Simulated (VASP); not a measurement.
Na, 2 atoms in the cell. The structure is monoclinic, space group P2_1/m (No. 11). The conventional cell has a = 3.621 Å, b = 5.898 Å, c = 3.621 Å, α = 90.00°, β = 120.00°, γ = 90.00°. Within 4.3 Å of Na (site symmetry m) lie 12 Na at 3.16 to 4.24 Å.  This cell differs from its parent crystal: atoms displaced along a vibrational mode.

```yaml
Program: VASP 6.6.1
Task: single point
Functional: LDA
Potentials_or_basis: VASP PAW LDA potentials, release 64 (Na_pv)
Cutoff: 520 eV
k_mesh: 15 × 15 × 8
Occupations: gaussian, width 0.15 eV
Spin: no spin polarisation
Dipole_correction: no
Further_INCAR_settings: ALGO = Fast; EDIFF = 1e-07; NBANDS = 14
```

Potentials or basis: VASP PAW LDA potentials, release 64 (Na_pv).

Run with:

```bash
$ cat potpaw_LDA.64/Na_pv/POTCAR > POTCAR
$ mpirun -np 1 vasp_std > vasp.out
```

Hardware: 1 thread of Oxide Virtual Turin-like Processor (shared host).

Problem. How long does it take, and how much memory?

Solution. It took 12 min on 1 thread of Oxide Virtual Turin-like Processor, with other jobs on the host, peak memory 0.42 GiB. Counts: scf iterations 16, k points 565.
